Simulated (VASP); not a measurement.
# WC (P1) in VASP: further runs

The runs below take WC through single point, with PBE.

All numbers are computed with VASP 6.6.1; they aren't measurements. Logs are shortened: lines on timing, memory, paths and dates and some standing lists are left out, and cuts for length are marked.

## Step 1: The cell of the first run

The typed cell holds 16 atoms: a = 5.878 Å, b = 5.091 Å, c = 5.752 Å, α = 90.00°, β = 90.00°, γ = 90.00°.

## Step 2: Single point, PBE

INCAR reads:

```
ALGO = Normal
EDIFF = 1E-7
ENCUT = 520
GGA = PE
ISIF = 2
ISMEAR = -1
LASPH = T
LCHARG = F
LREAL = Auto
LWAVE = F
NBANDS = 86
NELM = 80
PREC = Accurate
SIGMA = 0.36
```

KPOINTS reads:

```
k-points
0
Gamma
  2 3 3
```

POSCAR reads:

```
WC
1.0
   -2.9390120000     -5.0905180000      0.0000000000
    4.4085180000     -2.5452590000      0.0000000000
    0.0000000000      0.0000000000      5.7523970000
W C
8 8
Direct
    0.7014579814      0.4554803734      0.0062408766
    0.7039167580      0.4652175173      0.4808777976
    0.4718247060     -0.0635818039     -0.0061191882
    0.4657261530     -0.0427411769      0.5123777097
    0.2004746111      0.4764860408     -0.0244593689
    0.1902722801      0.4884436254      0.4800607469
   -0.0110328646     -0.0342350244      0.0156108836
   -0.0299490422      0.0075262040      0.4843024569
    0.4630215514      0.6903739297      0.2190043559
    0.4796708151      0.6071787121      0.7360931452
    0.2344490602      0.1802303180      0.2191086603
    0.2053168585      0.0749750168      0.7892188248
   -0.0606391777      0.6105409412      0.2549372027
   -0.0746873989      0.6605604964      0.7599093039
    0.6998665421      0.1693803145      0.2834992091
    0.7338732456      0.1449381119      0.7775193541
```

Potentials or basis: VASP PAW PBE potentials, release 64 (W_sv, C).

Launch:

```
> cat potpaw_PBE.64/W_sv/POTCAR potpaw_PBE.64/C/POTCAR > POTCAR
> mpirun -np 1 vasp_std > vasp.out
```

OUTCAR:

```text
EDIFF = 1E-7
   ENCUT = 520
   GGA = PE
   ISIF = 2
   ISMEAR = -1
   LASPH = T
   LREAL = Auto
   NELM = 80
   PREC = Accurate

 ion  position               nearest neighbor table
   1  0.701  0.455  0.006-  16 2.07  13 2.15  15 2.16  10 2.17  14 2.20   9 2.21   2 2.73   3 2.80
                             5 2.94   5 2.95   3 2.97   7 3.01   2 3.02   7 3.10
   2  0.704  0.465  0.481-  15 1.89  13 2.04  10 2.10  14 2.29   9 2.36  16 2.37   1 2.73   8 2.81
                             6 2.86   4 2.88   4 2.95   6 3.02   1 3.02   8 3.17
   3  0.472  0.936  0.994-   9 1.80  12 2.08  10 2.24  16 2.25  11 2.27  15 2.45   4 2.77   1 2.80
                             5 2.83   7 2.84   1 2.97   4 2.98   7 3.05   5 3.18
   4  0.466  0.957  0.512-   9 2.17  15 2.19  10 2.20  12 2.29  16 2.39  11 2.45   3 2.77   2 2.88
                             6 2.89   8 2.93   2 2.95   8 2.98   3 2.98   6 3.16
   5  0.200  0.476  0.976-  11 2.07  14 2.24  10 2.24  12 2.31  13 2.32   9 2.35   7 2.79   3 2.83
                             6 2.85   7 2.89   6 2.90   1 2.94   1 2.95   3 3.18
   6  0.190  0.488  0.480-  13 2.06  11 2.19  10 2.33  14 2.41   9 2.43  12 2.76   8 2.77   5 2.85
                             2 2.86   4 2.89   5 2.90   8 2.94   2 3.02   4 3.16
   7  0.989  0.966  0.016-  12 1.90  11 2.16  14 2.17  16 2.23  13 2.29  15 2.52   8 2.71   5 2.79
                             3 2.84   5 2.89   1 3.01   3 3.05   8 3.07   1 3.10
   8  0.970  0.008  0.484-  15 2.13  12 2.26  16 2.29  11 2.35  14 2.39  13 2.42   7 2.71   6 2.77
                             2 2.81   4 2.93   6 2.94   4 2.98   7 3.07   2 3.17
   9  0.463  0.690  0.219-   3 1.80   4 2.17   1 2.21   5 2.35   2 2.36   6 2.43
  10  0.480  0.607  0.736-   2 2.10   1 2.17   4 2.20   3 2.24   5 2.24   6 2.33
  11  0.234  0.180  0.219-   5 2.07   7 2.16   6 2.19   3 2.27   8 2.35   4 2.45
  12  0.205  0.075  0.789-   7 1.90   3 2.08   8 2.26   4 2.29   5 2.31   6 2.76
  13  0.939  0.611  0.255-   2 2.04   6 2.06   1 2.15   7 2.29   5 2.32   8 2.42
  14  0.925  0.661  0.760-   7 2.17   1 2.20   5 2.24   2 2.29   8 2.39   6 2.41
  15  0.700  0.169  0.283-   2 1.89   8 2.13   1 2.16   4 2.19   3 2.45   7 2.52
  16  0.734  0.145  0.778-   1 2.07   7 2.23   3 2.25   8 2.29   2 2.37   4 2.39

  LATTYP: Found a simple orthorhombic cell.
 ALAT       =     5.0905180810
 B/A-ratio  =     1.1300219169
 C/A-ratio  =     1.1547005261

  Lattice vectors:

 A1 = (   4.4085180000,  -2.5452590000,   0.0000000000)
 A2 = (   0.0000000000,   0.0000000000,   5.7523970000)
 A3 = (  -2.9390120000,  -5.0905180000,   0.0000000000)

Analysis of symmetry for initial positions (statically):
=====================================================================
 Subroutine PRICEL returns:
 Original cell was already a primitive cell.

 Routine SETGRP: Setting up the symmetry group for a
 simple orthorhombic supercell.

 Subroutine GETGRP returns: Found  1 space group operations
 (whereof  1 operations were pure point group operations)
 out of a pool of  8 trial point group operations.

The static configuration has the point symmetry C_1 .

Analysis of symmetry for dynamics (positions and initial velocities):
=====================================================================
 Subroutine PRICEL returns:
 Original cell was already a primitive cell.

 Routine SETGRP: Setting up the symmetry group for a
 simple orthorhombic supercell.

 Subroutine GETGRP returns: Found  1 space group operations
 (whereof  1 operations were pure point group operations)
 out of a pool of  8 trial point group operations.

The dynamic configuration has the point symmetry C_1 .

 Subroutine INISYM returns: Found  1 space group operations
 (whereof  1 operations are pure point group operations),
 and found     1 'primitive' translations

----------------------------------------------------------------------------------------

                                     Primitive cell

  volume of cell :     172.1243

  direct lattice vectors                    reciprocal lattice vectors
    -2.939012000 -5.090518000  0.000000000    -0.085062599 -0.147332747  0.000000000
     4.408518000 -2.545259000  0.000000000     0.170125199 -0.098221831  0.000000000
     0.000000000  0.000000000  5.752397000     0.000000000  0.000000000  0.173840575

  length of vectors
     5.878023906  5.090518081  5.752397000     0.170125201  0.196443659  0.173840575

  position of ions in fractional coordinates (direct lattice)
     0.701457981  0.455480373  0.006240877
     0.703916758  0.465217517  0.480877798
     0.471824706  0.936418196  0.993880812
     0.465726153  0.957258823  0.512377710
     0.200474611  0.476486041  0.975540631
     0.190272280  0.488443625  0.480060747
[... 8 lines left out ...]
     0.699866542  0.169380315  0.283499209
     0.733873246  0.144938112  0.777519354

[... 32 lines left out ...]
     0.000000000  0.000000000  0.057946858     0.000000000  0.000000000  0.333333333

  Length of vectors
     0.085062601  0.065481220  0.057946858

  Shift w.r.t. Gamma in fractional coordinates (k-lattice)
     0.000000000  0.000000000  0.000000000

 Subroutine IBZKPT returns following result:
 ===========================================

 Found     10 irreducible k-points:

 Following reciprocal coordinates:
            Coordinates               Weight
  0.000000  0.000000  0.000000      1.000000
  0.500000 -0.000000  0.000000      1.000000
  0.000000  0.333333  0.000000      2.000000
  0.500000  0.333333  0.000000      2.000000
  0.000000  0.000000  0.333333      2.000000
  0.500000 -0.000000  0.333333      2.000000
  0.000000  0.333333  0.333333      2.000000
  0.000000  0.333333 -0.333333      2.000000
  0.500000  0.333333  0.333333      2.000000
  0.500000  0.333333 -0.333333      2.000000
   k-points           NKPTS =     10   k-points in BZ     NKDIM =     10   number of bands    NBANDS=     86
   number of dos      NEDOS =    301   number of ions     NIONS =     16
   total plane-waves  NPLWV =  92160
   dimension x,y,z NGX =    48 NGY =   40 NGZ =   48
   dimension x,y,z NGXF=    96 NGYF=   80 NGZF=   96
   ions per type =               8   8
   NGX,Y,Z   is equivalent  to a cutoff of  13.58, 13.06, 13.87 a.u.
   NGXF,Y,Z  is equivalent  to a cutoff of  27.15, 26.13, 27.74 a.u.
 SYSTEM =  unknown system
   PREC   = accura    normal or accurate (medium, high low for compatibility)
   ISTART =      0    job   : 0-new  1-cont  2-samecut
   ICHARG =      2    charge: 1-file 2-atom 10-const
   ISPIN  =      1    spin polarized calculation?
   LNONCOLLINEAR =      F non collinear calculations
   LSORBIT =      F    spin-orbit coupling
   LASPH  =      T    aspherical Exc in radial PAW
   ENCUT  =  520.0 eV  38.22 Ry    6.18 a.u.  10.93  9.46 10.70*2*pi/ulx,y,z
   NELM   =     80;   NELMIN=  2; NELMDL= -5     # of ELM steps
   EDIFF  = 0.1E-06   stopping-criterion for ELM
   LREAL  =      T    real-space projection
   EDIFFG = 0.1E-05   stopping-criterion for IOM
   NSW    =      0    number of steps for IOM
   IBRION =     -1    ionic relax: 0-MD 1-quasi-New 2-CG
   NFREE  =      0    steps in history (QN), initial steepest desc. (CG)
   ISIF   =      2    stress and relaxation
   ISYM   =      2    0-nonsym 1-usesym 2-fastsym
   POTIM  = 0.5000    time-step for ionic-motion
   TEBEG  =    0.0;   TEEND  =   0.0 temperature during run
   PSTRESS=    0.0 pullay stress
   NELECT =     144.0000    total number of electrons
   NUPDOWN=      -1.0000    fix difference up-down
   EMIN   =  10.00;   EMAX   =-10.00  energy-range for DOS
   EFERMI =   0.00;   METHOD = LEGACY
   ISMEAR =    -1;   SIGMA  =   0.36  broadening in eV -4-tet -1-fermi 0-gaus
   EFERMI_NEDOS =   21; number of points for ismear=-14 and -15
   IALGO  =     38    algorithm
   IMIX   =      4    mixing-type and parameters
     AMIX     =   0.40;   BMIX     =  1.00
     AMIX_MAG =   1.60;   BMIX_MAG =  1.00
  volume/ion in A,a.u.               =      10.76        72.60
  Fermi-wavevector in a.u.,A,eV,Ry     =   1.542582  2.915057 32.375870  2.379559
  Thomas-Fermi vector in A             =   2.648366
   LORBIT       =      0    0 simple, 1 ext, 2 COOP (PROOUT), +10 PAW based schemes
   GGA     = PE    functional components
   LHFCALC =     F    Hartree Fock is set to
   AEXX    =    0.0000 exact exchange contribution
   IVDW    =     0    specifies the selected vdW correction
   LEPSILON=     F    determine dielectric tensor
   LRPA    =     F    only Hartree local field effects (RPA)
 non-spin polarized calculation
  energy-cutoff  :      520.00
  volume of cell :      172.12
 maximum number of plane-waves:      4649
 NGX is ok and might be reduce to    48
   NGX = 21   NGY = 19   NGZ = 21

 number of electron     144.0000005 magnetization

 Free energy of the ion-electron system (eV)
  ---------------------------------------------------
  ext. energy  EPLUGINS =         0.00000000
  ---------------------------------------------------
  free energy    TOTEN  =      -172.80341918 eV

  energy without entropy =     -170.78102883  energy(sigma->0) =     -171.79222400

 E-fermi :  10.9398     XC(G=0): -13.5628

 val. band max:       10.8678959895   @ k =   0.0000   0.0000   0.0000
 cond. band min:      10.9846115962   @ k =   0.5000  -0.0000   0.0000
 fundamental gap:      0.1167156067
 Fermi energy:        10.9397929029

 k-point     1 :       0.0000    0.0000    0.0000
  band No.  band energies     occupation
      1     -63.4705      2.00000
      2     -63.3807      2.00000
      3     -63.3412      2.00000
      4     -63.2803      2.00000
      5     -63.2601      2.00000
      6     -63.2281      2.00000
[... 859 lines left out ...]
     83      14.1935      0.00024
     84      14.4764      0.00011
 [bands above 84 left out]

------------------------ aborting loop because EDIFF is reached ----------------------------------------

  FORCE on cell =-STRESS in cart. coord.  units (eV):
  Direction    XX          YY          ZZ          XY          YZ          ZX
  --------------------------------------------------------------------------------------
  -------------------------------------------------------------------------------------
  Total       13.2815372      8.7427627     11.2502544     -3.2206749      3.0649937     -2.8741184
  in kB      123.6279708     81.3798883    104.7202669    -29.9788718     28.5297509    -26.7530344
  external PRESSURE =     103.2427087 kB  Pullay stress =       0.0000000 kB

 VOLUME and BASIS-vectors are now :
 -----------------------------------------------------------------------------
  energy-cutoff  :      520.00
  volume of cell :      172.12
      direct lattice vectors                 reciprocal lattice vectors
    -2.939012000 -5.090518000  0.000000000    -0.085062599 -0.147332747  0.000000000
     4.408518000 -2.545259000  0.000000000     0.170125199 -0.098221831  0.000000000
     0.000000000  0.000000000  5.752397000     0.000000000  0.000000000  0.173840575

 POSITION                                       TOTAL-FORCE (eV/Angst)
 -----------------------------------------------------------------------------------
     -0.05360     -4.73010      0.03590         0.822764     -1.548888     -2.031428
     -0.01790     -4.76740      2.76620         2.977335     -1.415910      5.519424
      2.74152     -4.78526      5.71720         6.671038     -4.850119     -2.980920
      2.85132     -4.80726      2.94740         2.093391     -0.759663     -1.384780
      1.51140     -2.23330      5.61170        -1.056138     -0.264570      0.871219
      1.59410     -2.21180      2.76150        -1.523992     -1.317029      1.366405
[... 8 lines left out ...]
     -1.31020     -3.99380      1.63080        -4.149120      2.185331     -3.556666
     -1.51790     -4.10470      4.47260        -1.131178      1.393038     -1.959373
 -----------------------------------------------------------------------------------
    total drift:                                0.001739      0.001143     -0.008333

  FREE ENERGIE OF THE ION-ELECTRON SYSTEM (eV)
  ---------------------------------------------------
  free  energy   TOTEN  =      -172.8034191785 eV

  energy  without entropy=     -170.7810288314  energy(sigma->0) =     -171.79222400
```

Wall time 11 min (1 thread of Intel Xeon 8259CL, shared host); peak memory 0.34 GiB.

What came out:

* Free energy: -172.8034 eV
* Pressure: 10.3 GPa
* Largest force: 9.479 eV/Å
* Band gap on the k mesh: zero (bands 72 and 73 overlap by 0.12 eV)

Forces in eV/Å, atoms in the order of the input:
```
W    0.823 -1.549 -2.031
W    2.977 -1.416  5.519
W    6.671 -4.850 -2.981
W    2.093 -0.760 -1.385
W   -1.056 -0.265  0.871
W   -1.524 -1.317  1.366
W    2.511  4.887 -0.598
W   -2.630  1.920  3.275
C   -5.981  4.490  5.825
C    2.270  1.465  0.535
C   -1.351  1.820  2.707
C    1.552 -3.745 -4.797
C    1.617 -3.094 -1.576
C   -2.692 -1.165 -1.215
C   -4.149  2.185 -3.557
C   -1.131  1.393 -1.959
```

Levels at points of the mesh, in eV from the Fermi level:
```
           k point  band 70  band 71  band 72  band 73  band 74  band 75
(0.00, 0.00, 0.00)    -0.64    -0.48    -0.11    -0.07     0.58     1.29
(0.50, 0.00, 0.00)    -0.71    -0.27     0.04     0.31     0.45     0.94
```

Caveat: the k points lie up to 0.53 Å⁻¹ apart; so wide a smearing shifts energies and pressures; spin-orbit coupling is left out, which moves the levels of the heavy elements; forces of over 1 eV/Å act on the atoms, so gaps and moduli don't describe the material at rest.

## Step 3: Single point, PBE

INCAR reads:

```
ALGO = Normal ; EDIFF = 1E-6
ENCUT = 520 ; GGA = PE
ISIF = 2 ; ISMEAR = -1
LASPH = T ; LCHARG = F
LREAL = Auto ; LWAVE = F
NBANDS = 86 ; NELM = 100
PREC = Accurate ; SIGMA = 0.36
```

KPOINTS is that of step 2.

POSCAR reads:

```
WC
1.0
   -2.9390120000     -5.0905180000      0.0000000000
    4.4085180000     -2.5452590000      0.0000000000
    0.0000000000      0.0000000000      5.7523970000
W C
8 8
Direct
    0.6985472391      0.4425611324     -0.0139767822
    0.6769924115      0.4610367523      0.5135424415
    0.4660658453     -0.0230297093     -0.0268062166
    0.4519544539     -0.0272201308      0.4731071239
    0.1929028329      0.4530873506     -0.0140463184
    0.1924997192      0.4985255781      0.5123429416
   -0.0192098204     -0.0478977045     -0.0000869203
   -0.0391193661      0.0013899713      0.4936898479
    0.4623573180      0.6147357697      0.2320771671
    0.4635440245      0.6539298355      0.7286180005
    0.2247019207      0.1020528081      0.2361624206
    0.2076756727      0.1161073391      0.7361974495
   -0.0160667993      0.6189108186      0.2246715587
   -0.0366765467      0.6139267639      0.7521038621
    0.7302896030      0.1407116647      0.2491483116
    0.7076571745      0.1557241975      0.7643422385
```

Potentials or basis: VASP PAW PBE potentials, release 64 (W_sv, C).

Launch:

```
> cat potpaw_PBE.64/W_sv/POTCAR potpaw_PBE.64/C/POTCAR > POTCAR
> mpirun -np 1 vasp_std > vasp.out
```

It took 10 min on 1 thread of Intel Xeon 8259CL, shared host; peak memory 0.34 GiB.

The run converged. Its results:

```
Free energy            : -175.8233 eV
Pressure               : 6.0 GPa
Largest force          : 6.529 eV/Å
Band gap on the k mesh : zero (bands 72 and 73 overlap by 0.19 eV)
```

Forces in eV/Å, atoms in the order of the input:
```
W    3.532 -4.080  3.676
W   -1.082 -3.934 -4.216
W   -2.115  1.682  2.659
W   -1.552 -1.294  1.857
W   -1.847 -2.946  1.478
W   -3.620  0.365 -3.880
W    1.914  2.104 -0.964
W   -3.096  1.875  0.235
C    1.455  0.213  0.474
C    0.507  1.472  1.588
C    2.458  0.319 -0.716
C    1.245 -1.008  0.242
C    2.150  1.698  1.785
C    2.786  0.899 -0.026
C    0.365  1.623 -0.808
C   -3.098  1.011 -3.382
```

Stress tensor (GPa, compression positive):
```
 8.00  1.24  2.66
 1.24  4.85 -0.67
 2.66 -0.67  5.07
```

Levels at points of the mesh, in eV from the Fermi level:
```tsv
k point	band 68	band 69	band 70	band 71	band 72	band 73	band 74	band 75	band 76	band 77
(0.00, 0.00, 0.00)	-1.13	-0.81	-0.58	-0.39	0.04	0.21	0.50	0.97	1.77	1.91
(0.50, 0.00, 0.00)	-1.78	-0.96	-0.85	0.13	0.18	0.30	0.44	0.62	0.75	1.61
```

Caveat: the k points lie up to 0.53 Å⁻¹ apart; the atoms stand as in a frame of molecular dynamics; so wide a smearing shifts energies and pressures; spin-orbit coupling is left out, which moves the levels of the heavy elements; forces of over 1 eV/Å act on the atoms, so gaps and moduli don't describe the material at rest.

(Part 1 of 2 ends here.)

The gap in the log of VASP goes by the Fermi energy; the results here count the filled bands.